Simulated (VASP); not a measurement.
Input of a VASP 6.6.1 run:

INCAR

```
SYSTEM = Al5Co3Ru2
PREC     = Accurate       ! precision mode
ENCUT    = 600            ! plane-wave cutoff, eV
EDIFF    = 1E-6           ! SCF threshold, eV
ISMEAR   = 0              ! smearing method
SIGMA    = 0.2            ! smearing width, eV
LREAL    = .FALSE.        ! projectors in reciprocal space
LASPH    = .TRUE.         ! aspherical terms in the spheres
NELM     = 120            ! most SCF steps
ALGO     = Normal         ! electronic algorithm
ISIF     = 2              ! what is computed and relaxed
LWAVE    = .FALSE.        ! write WAVECAR
LCHARG   = .FALSE.        ! write CHGCAR
GGA      = PE             ! functional
NBANDS   = 46             ! bands
GGA_COMPAT= .FALSE.
```

The input KPOINTS:

```
Automatic mesh
0
G
  8 8 2
  0 0 0
```

Contents of POSCAR:

```
Al5Co3Ru2
1.0
    2.9258916846      0.0004502079     -0.0001375570
    0.0004464254      2.9266048114     -0.0000777498
   -0.0009288895     -0.0006478694     14.5582783579
Al Co Ru
5 3 2
Direct
   -0.0000008968     -0.0001334466      0.5977734648
   -0.0000465300     -0.0000586627      0.8050104257
    0.0000287764      0.0000885011     -0.0000029597
    0.0000218811      1.0000825398      0.1949919097
    1.0000518547     -0.0000208800      0.4022258298
    0.4999314068      0.5001320472      0.9044610372
    0.4999985448      0.5001381220      0.0955334640
    0.5000336550      0.4998321182      0.5000008215
    0.4999471015      0.4999024311      0.7017276289
    0.5000342064      0.5000372299      0.2982783782
```

Potentials or basis: VASP PAW PBE potentials, release 64 (Al, Co, Ru_pv).

The run is started by

```console
$ cat potpaw_PBE.64/Al/POTCAR potpaw_PBE.64/Co/POTCAR potpaw_PBE.64/Ru_pv/POTCAR > POTCAR
$ mpirun -np 1 vasp_std > vasp.out
```

**Question.** What does it give for the largest force?

**Answer.** 0.018 eV/Å.

**Question.** What does it give for the band gap on the k mesh?

**Answer.** Zero (bands 35 and 36 overlap by 1.79 eV).

**Question.** What does it give for the pressure?

**Answer.** 0.1 GPa.

Forces on the atoms (eV/Å):
```
Al  -0.001  0.000 -0.017
Al   0.000  0.001  0.014
Al  -0.001  0.001  0.000
Al   0.000  0.000 -0.014
Al   0.000  0.000  0.018
Co   0.001 -0.002  0.008
Co   0.001 -0.001 -0.007
Co   0.000  0.002  0.000
Ru   0.001  0.000  0.006
Ru   0.000  0.000 -0.007
```

Caveat: the run has no spin polarisation, though such a crystal can be magnetic. Spin polarisation is off, so any magnetic state and its effect on volume and gap are missing.
